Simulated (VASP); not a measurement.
# TiO2 (I4/m) in VASP: settings compared, part 2 of 2

VASP 6.6.1. Earlier steps stand in the parts before.

## Step 4: Single point, PBE

File INCAR:

```
ALGO     = Normal         # electronic algorithm
EDIFF    = 1E-6           # SCF threshold, eV
ENCUT    = 520            # plane-wave cutoff, eV
GGA      = PE             # functional
ISIF     = 2              # what is computed and relaxed
ISMEAR   = -1             # smearing method
LASPH    = T              # aspherical terms in the spheres
LCHARG   = F              # write CHGCAR
LREAL    = F              # projectors in reciprocal space
LWAVE    = F              # write WAVECAR
NBANDS   = 60             # bands
NELM     = 60             # most SCF steps
PREC     = Accurate       # precision mode
SIGMA    = 0.05           # smearing width, eV
```

File KPOINTS:

```
k-points
0
Gamma
  6 6 6
```

File POSCAR:

```
TiO2
1.0
   -4.3774369703      4.3774369703      1.8821810111
    4.3774369703     -4.3774369703      1.8821810111
    4.3774369703      4.3774369703     -1.8821810111
Ti O
4 8
Direct
    0.2905604503      0.9898122404      0.2803726906
    0.0101877596      0.2905604503      0.3007482099
    0.9898122404      0.7094395497      0.6992517901
    0.7094395497      0.0101877596      0.7196273094
    0.4950165207      0.8477802746      0.3427967953
    0.1622609398      0.1567314678      0.3189924076
    0.1522197254      0.4950165207      0.6472362461
    0.1567314678      0.8377390602      0.9944705280
    0.8432685322      0.1622609398      0.0055294720
    0.8477802746      0.5049834793      0.3527637539
    0.8377390602      0.8432685322      0.6810075924
    0.5049834793      0.1522197254      0.6572032047
```

Launch:

```sh
$ cat potpaw_PBE.64/Ti_sv/POTCAR potpaw_PBE.64/O/POTCAR > POTCAR
$ mpirun -np 1 vasp_std > vasp.out
```

It took 10 min on 1 thread of Oxide Virtual Turin-like, shared host; peak memory 0.42 GiB.

It converged, with:

- Free energy: -107.3224 eV
- Pressure: 2.6 GPa
- Largest force: 0.090 eV/Å
- Band gap on the k mesh: 1.89 eV (least direct gap 2.54 eV)

Forces in eV/Å, atoms in the order of the input:
```
Ti   0.021  0.088  0.000
Ti   0.088 -0.021  0.000
Ti  -0.088  0.021  0.000
Ti  -0.021 -0.088  0.000
O    0.011  0.001  0.000
O   -0.019  0.031  0.000
O    0.001 -0.011  0.000
O   -0.031 -0.019  0.000
O    0.031  0.019  0.000
O   -0.001  0.011  0.000
O    0.019 -0.031  0.000
O   -0.011 -0.001  0.000
```

Stress tensor (GPa, compression positive):
```
2.70 0.00 0.00
0.00 2.70 0.00
0.00 0.00 2.50
```

Levels at points of the mesh, in eV from the valence-band top:
```csv
k point,band 44,band 45,band 46,band 47,band 48,band 49,band 50,band 51,band 52,band 53
"(0.00, 0.00, 0.00)",-1.20,-0.86,-0.84,-0.84,-0.65,1.89,3.10,3.10,3.13,3.49
"(0.50, 0.00, 0.00)",-0.99,-0.76,-0.68,-0.62,-0.34,2.91,3.26,3.31,3.43,3.57
"(0.50, 0.50, 0.00)",-1.19,-1.11,-0.89,-0.84,-0.61,2.44,2.62,2.84,3.32,3.61
"(0.50, 0.50, 0.50)",-1.26,-1.09,-1.01,-1.01,0.00,2.91,2.91,2.98,3.10,3.23
```

A k mesh can miss the band edges.

## Step 5: Single point, PBE

This run uses another cell than the first one, of 12.17 Å³/atom.

File INCAR:

```
SYSTEM = TiO2
ALGO = Normal
EDIFF = 1E-7
ENCUT = 520
GGA = PE
ISIF = 2
ISMEAR = -1
LASPH = .TRUE.
LCHARG = .TRUE.
LELF = .TRUE.
LREAL = .FALSE.
LVHAR = .TRUE.
LWAVE = .FALSE.
NBANDS = 60
NELM = 60
PREC = Accurate
SIGMA = 0.05
```

File KPOINTS:

```
k-points
0
G
  6 6 6
  0 0 0
```

File POSCAR:

```
TiO2
1.0
   -4.4041582462      4.4041582462      1.8826237304
    4.4041582462     -4.4041582462      1.8826237304
    4.4041582462      4.4041582462     -1.8826237304
Ti O
4 8
Direct
    0.2897361376      0.9886286940      0.2783648317
    0.0113713060      0.2897361376      0.3011074436
    0.9886286940      0.7102638624      0.6988925564
    0.7102638624      0.0113713060      0.7216351683
    0.4930175754      0.8475514382      0.3405690136
    0.1615925069      0.1561061523      0.3176986593
    0.1524485618      0.4930175754      0.6454661373
    0.1561061523      0.8384074931      0.9945136454
    0.8438938477      0.1615925069      0.0054863546
    0.8475514382      0.5069824246      0.3545338627
    0.8384074931      0.8438938477      0.6823013407
    0.5069824246      0.1524485618      0.6594309864
```

Potentials or basis: VASP PAW PBE potentials, release 64 (Ti_sv, O).

Launch:

```sh
$ cat potpaw_PBE.64/Ti_sv/POTCAR potpaw_PBE.64/O/POTCAR > POTCAR
$ mpirun -np 1 vasp_std > vasp.out
```

OUTCAR:

```text
SYSTEM = TiO2
   EDIFF = 1E-7
   ENCUT = 520
   GGA = PE
   ISIF = 2
   ISMEAR = -1
   LASPH = .TRUE.
   LREAL = .FALSE.
   NELM = 60
   PREC = Accurate

 ion  position               nearest neighbor table
   1  0.290  0.989  0.278-   8 1.77   6 1.86  10 1.96  10 1.96   5 2.18  12 2.40
   2  0.011  0.290  0.301-   6 1.77   9 1.86   5 1.96   5 1.96   7 2.18  10 2.40
   3  0.989  0.710  0.699-  11 1.77   8 1.86  12 1.96  12 1.96  10 2.18   7 2.40
   4  0.710  0.011  0.722-   9 1.77  11 1.86   7 1.96   7 1.96  12 2.18   5 2.40
   5  0.493  0.848  0.341-   2 1.96   2 1.96   1 2.18   4 2.40
   6  0.162  0.156  0.318-   2 1.77   1 1.86
   7  0.152  0.493  0.645-   4 1.96   4 1.96   2 2.18   3 2.40
   8  0.156  0.838  0.995-   1 1.77   3 1.86
   9  0.844  0.162  0.005-   4 1.77   2 1.86
  10  0.848  0.507  0.355-   1 1.96   1 1.96   3 2.18   2 2.40
  11  0.838  0.844  0.682-   3 1.77   4 1.86
  12  0.507  0.152  0.659-   3 1.96   3 1.96   4 2.18   1 2.40

  LATTYP: Found a body centered tetragonal cell.
 ALAT       =     8.8083164924
[... 205 lines left out ...]
 fundamental gap:      1.9889180217
 Fermi energy:         3.7622312928

 k-point     1 :       0.0000    0.0000    0.0000
  band No.  band energies     occupation
      1     -53.5249      2.00000
      2     -53.5090      2.00000
      3     -53.5090      2.00000
      4     -53.4951      2.00000
      5     -29.9464      2.00000
      6     -29.9227      2.00000
[... 1501 lines left out ...]
     59       7.1860      0.00000
     60       7.5164      0.00000

 [... further k-points ...]
[... 5 lines left out ...]
  --------------------------------------------------------------------------------------
  -------------------------------------------------------------------------------------
  Total        0.6000992      0.6000992      0.4280131      0.0000021      0.0000000      0.0000000
  in kB        6.5824005      6.5824005      4.6948127      0.0000233      0.0000000      0.0000000
  external PRESSURE =       5.9532046 kB  Pullay stress =       0.0000000 kB

 VOLUME and BASIS-vectors are now :
 -----------------------------------------------------------------------------
  energy-cutoff  :      520.00
  volume of cell :      146.07
      direct lattice vectors                 reciprocal lattice vectors
    -4.404158246  4.404158246  1.882623730     0.000000000  0.113529072  0.265586794
     4.404158246 -4.404158246  1.882623730     0.113529072  0.000000000  0.265586794
     4.404158246  4.404158246 -1.882623730     0.113529072  0.113529072  0.000000000

 POSITION                                       TOTAL-FORCE (eV/Angst)
 -----------------------------------------------------------------------------------
      4.30400     -1.85207      1.88262         0.027685      0.088609      0.000000
      2.55209      0.10016     -0.00000         0.088609     -0.027685     -0.000000
      1.85207      4.30400      1.88262        -0.088609      0.027685      0.000000
      0.10016      6.25623      0.00000        -0.027685     -0.088609      0.000000
      3.06134     -0.06150      1.88262         0.010654     -0.000305      0.000000
      1.37503      1.42336     -0.00000        -0.023748      0.034770      0.000000
      4.34265      1.34282     -0.00000        -0.000305     -0.010654     -0.000000
      7.38496      1.37503      0.00000        -0.034770     -0.023748     -0.000000
     -2.98080      3.02913      1.88262         0.034770      0.023748      0.000000
      0.06150      3.06134      1.88262         0.000305      0.010654      0.000000
      3.02913      2.98080      1.88262         0.023748     -0.034770     -0.000000
      1.34282      4.46566      0.00000        -0.010654      0.000305     -0.000000
 -----------------------------------------------------------------------------------
    total drift:                               -0.000000      0.000000     -0.000000

  FREE ENERGIE OF THE ION-ELECTRON SYSTEM (eV)
  ---------------------------------------------------
  free  energy   TOTEN  =      -107.3394955262 eV

  energy  without entropy=     -107.3394955261  energy(sigma->0) =     -107.33949553
```

OSZICAR:

```text
N       E                     dE             d eps       ncg     rms          rms(c)
DAV:   1     0.150559171203E+04    0.15056E+04   -0.48031E+04  4416   0.186E+03
DAV:   2     0.174767013084E+03   -0.13308E+04   -0.12612E+04  4400   0.577E+02
DAV:   3    -0.116664116380E+03   -0.29143E+03   -0.28280E+03  5480   0.239E+02
[... 11 lines left out ...]
DAV:  15    -0.107339490047E+03    0.30865E-04   -0.15973E-04  6088   0.893E-02    0.581E-03
DAV:  16    -0.107339495470E+03   -0.54225E-05   -0.16905E-05  6208   0.217E-02    0.718E-03
DAV:  17    -0.107339495440E+03    0.30012E-07   -0.42421E-06  6224   0.145E-02    0.297E-03
DAV:  18    -0.107339495513E+03   -0.73895E-07   -0.12967E-06  5432   0.837E-03    0.128E-03
DAV:  19    -0.107339495526E+03   -0.12797E-07   -0.99766E-08  3152   0.204E-03
   1 F= -.10733950E+03 E0= -.10733950E+03  d E =-.137704E-09
```

Run time: 19 min. Hardware: 1 thread of Oxide Virtual Turin-like, shared host; peak memory 0.42 GiB.

Results:

| Property | Result |
| --- | --- |
| Free energy | -107.3395 eV |
| Pressure | 0.6 GPa |
| Largest force | 0.093 eV/Å |
| Band gap on the k mesh | 1.99 eV (least direct gap 2.61 eV) |

Forces on the atoms (eV/Å):
```
Ti   0.028  0.089  0.000
Ti   0.089 -0.028  0.000
Ti  -0.089  0.028  0.000
Ti  -0.028 -0.089  0.000
O    0.011  0.000  0.000
O   -0.024  0.035  0.000
O    0.000 -0.011  0.000
O   -0.035 -0.024  0.000
O    0.035  0.024  0.000
O    0.000  0.011  0.000
O    0.024 -0.035  0.000
O   -0.011  0.000  0.000
```

Stress tensor (GPa, compression positive):
```
0.66 0.00 0.00
0.00 0.66 0.00
0.00 0.00 0.47
```

A k mesh can miss the band edges.

## Step 6: The runs side by side

| level | cell | k mesh | gap on the mesh (eV) | pressure (GPa) | largest force (eV/Å) |
| --- | --- | --- | --- | --- | --- |
| BLYP+D3(BJ) | a = 6.487 Å, angles 94.8, 94.8, 146.4°, 12 atoms, atomic positions A | 8 × 8 × 8 | 2.06 | 1.1 | 0.18 |
| BLYP | a = 6.616 Å, angles 94.6, 94.6, 147.1°, 12 atoms, atomic positions B | 8 × 8 × 8 | 2.32 | 1.1 | 0.18 |
| PBE | a = 6.470 Å, angles 94.9, 94.9, 146.2°, 12 atoms, atomic positions C | 6 × 6 × 6 | 1.89 | 2.6 | 0.09 |
| PBE | a = 6.507 Å, angles 94.8, 94.8, 146.4°, 12 atoms, atomic positions D | 6 × 6 × 6 | 1.99 | 0.6 | 0.09 |

Alike in all rows: task single point; potentials or basis VASP PAW PBE potentials, release 64 (Ti_sv, O); no spin polarisation; cutoff (eV) 520; smearing fermi-dirac 0.05 eV.

Caveats: the PAW data sets were made with another functional, which shifts forces and pressure a little (at least some runs).

Absolute energies hang on the potentials; compare differences alone.
